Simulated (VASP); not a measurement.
Set up this calculation in VASP 6.6.1, as the native input.

| Quantity | Value |
| --- | --- |
| Task | single point |
| Functional | PBE |
| Potentials or basis | VASP PAW PBE potentials, release 64 (O, Mg, S) |
| Cutoff | 520 eV |
| k mesh | 6 × 6 × 6 |
| Occupations | fermi-dirac, width 0.02 eV |
| Spin | no spin polarisation |
| Dipole correction | no |
| Further INCAR settings | ALGO = Normal; EDIFF = 1e-06; NBANDS = 16 |

The structure of Mg2SO lies in POSCAR:

```
Mg2SO
1.0
    3.6859418653      0.0000000000      0.0000000000
    0.0000000000      3.6859418653      0.0000000000
    0.0000000000      0.0000000000      4.9845936571
O Mg S
1 2 1
Direct
    0.0000000000      0.0000000000      0.0000000000
    0.0000000000      0.5000000000      0.8086438575
    0.5000000000      0.0000000000      0.1913561425
    0.5000000000      0.5000000000      0.5000000000
```

These files were run (other wordings do the same):

INCAR

```
SYSTEM = Mg2SO
  PREC = Accurate
  ENCUT = 520
  EDIFF = 1E-6
  ISMEAR = -1
  SIGMA = 0.02
  LREAL = .False.
  LASPH = .True.
  NELM = 100
  ALGO = Normal
  ISIF = 2
  LWAVE = .False.
  LCHARG = .False.
  GGA = PE
  NBANDS = 16
```

KPOINTS

```
regular mesh
0
Gamma
  6 6 6
  0 0 0
```

Potentials or basis: VASP PAW PBE potentials, release 64 (O, Mg, S).

The run is started by

```bash
$ cat potpaw_PBE.64/O/POTCAR potpaw_PBE.64/Mg/POTCAR potpaw_PBE.64/S/POTCAR > POTCAR
$ mpirun -np 1 vasp_std > vasp.out
```

Results of the run:

- Pressure: -0.3 GPa
- Band gap on the k mesh: 1.52 eV, indirect (least direct gap 1.68 eV)

Run time: 33 s on 1 thread of AMD EPYC 7R43 64-Core Processor (Zen 3) (shared host), peak memory 0.16 GiB.
